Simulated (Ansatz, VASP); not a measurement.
**One calculation of Al, two programs**

```xyz
1
Lattice="0.0000 2.0810 1.9145 2.0810 0.0000 1.9145 2.0810 2.0810 0.0000" Properties=species:S:1:pos:R:3 pbc="T T T"
Al    0.0000    0.0000    0.0000
```

Alike in both runs: task single point; functional PBE; dispersion D3(BJ); k mesh 22 × 22 × 22; occupations gaussian, width 0.15 eV; no spin polarisation.

```csv
,VASP,Ansatz
version,VASP 6.6.1,Ansatz 0.2.0
potentials or method,"VASP PAW PBE potentials, release 64 (Al), cutoff 520 eV","scalar-relativistic, plane waves, PAW"
valence electrons in the cell,3,3
```

|  | VASP | Ansatz | Ansatz less VASP |
| --- | --- | --- | --- |
| gap on the k mesh at the Fermi level (eV) | none | none | - |
| pressure (GPa) | -3.4 | -3.3 | +0.03 |
| traceless stress, the component that is largest in VASP (GPa) | 2.96 | 2.96 | +0.004 |

A gap of «none» marks a metal or a gap that the smearing closes.
